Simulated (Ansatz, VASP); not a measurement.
**N: VASP beside Ansatz**

```xyz
8
Lattice="6.1101 0.0000 0.0000 0.0000 6.1101 0.0000 0.0000 0.0000 6.1101" Properties=species:S:1:pos:R:3 pbc="T T T"
N     0.3182    0.3182    0.3182
N     2.7368    5.7919    3.3733
N     3.3733    2.7368    5.7919
N     5.7919    3.3733    2.7368
N     5.7922    5.7922    5.7922
N     3.3730    0.3179    2.7371
N     2.7371    3.3730    0.3179
N     0.3179    2.7371    3.3730
```

Alike in both runs: functional PBE; k mesh 4 × 4 × 4; occupations gaussian, width 0.02 eV; no spin polarisation.

Ansatz relaxed the structure, and its values are those at the end. VASP's run is a single point on that final structure, the one shown.

|  | VASP | Ansatz |
| --- | --- | --- |
| version | VASP 6.6.1 | Ansatz 0.2.0 |
| potentials or method | VASP PAW PBE potentials, release 64 (N_h), cutoff 910 eV | scalar-relativistic, plane waves, PAW |
| valence electrons in the cell | 40 | 40 |

```csv
,VASP,Ansatz,Ansatz less VASP
gap on the k mesh at the Fermi level (eV),7.68,7.67,-0.007
least direct gap on the mesh (eV),7.69,7.68,-0.007
rms of the force components (eV/Å),0.045,0.003,-0.0417
```

Noted on VASP's run: the cutoff is short for stress, so the pressure is rough.
